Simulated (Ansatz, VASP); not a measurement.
**Two plane-wave programs on Rh**

INCAR

```
PREC = Accurate
ENCUT = 500
EDIFF = 1E-6
ISMEAR = 0
SIGMA = 0.1
LREAL = False
LASPH = True
NELM = 120
ALGO = Normal
ISIF = 2
LWAVE = False
LCHARG = True
GGA = PE
LELF = True
LVHAR = True
NBANDS = 22
GGA_COMPAT = False
```

File KPOINTS:

```
regular mesh
0
Gamma
  6 6 4
```

POSCAR

```
Rh
1.0
    2.7309790422      0.0000000000      0.0000000000
   -1.3654895211      2.3650972278      0.0000000000
    0.0000000000      0.0000000000      4.4284890000
Rh
2
Direct
    0.6666666667      0.3333333333      0.7500000000
    0.3333333333      0.6666666667      0.2500000000
```

Input for Ansatz:

```yaml
crystal:
  lattice:
    - [2.7309790422, 0.0, 0.0]
    - [-1.3654895211, 2.3650972278, 0.0]
    - [0.0, 0.0, 4.428489]
  atoms:
    - { symbol: Rh, position: [0.6666666667, 0.3333333333, 0.75] }
    - { symbol: Rh, position: [0.3333333333, 0.6666666667, 0.25] }
basis:
  ecutwfc: 420
kpoints:
  mp_grid: { grid: [6, 6, 4] }
hamiltonian:
  xc: pbe
scf:
  occupations: { method: gaussian, width: 0.1 }
  eigensolver: { real_solve: false }
  convergence: { dr2_threshold: "1e-3 eV" }
  max_iter: 83
output:
  forces: true
  stress: true
  eigenvalues: true
```

Alike in both runs: task single point; functional PBE; k mesh 6 × 6 × 4; occupations gaussian, width 0.1 eV; no spin polarisation.

|  | VASP | Ansatz |
| --- | --- | --- |
| version | VASP 6.6.1 | Ansatz 0.2.0 |
| potentials or method | VASP PAW PBE potentials, release 64 (Rh_pv), cutoff 500 eV | scalar-relativistic, plane waves, PAW |
| valence electrons in the cell | 30 | 34 |

Ansatz gave:

```
gap on the k mesh at the Fermi level (eV)                     : none
pressure (GPa)                                                : -3.4
traceless stress, the component that is largest in VASP (GPa) : -3.57
```

**Question.** What did VASP give for the same quantities?

**Answer.** gap on the k mesh at the Fermi level (eV): none; pressure (GPa): -3.3; traceless stress, the component that is largest in VASP (GPa): -3.54.

A gap of «none» marks a metal or a gap that the smearing closes. VASP's potentials hold 30 valence electrons a cell and Ansatz's 34, so a difference there can come from the potentials and not from the codes. Ansatz's warnings: force scf threshold loose, stress scf threshold loose.

The k mesh is coarse, so the values compare programs but aren't converged.
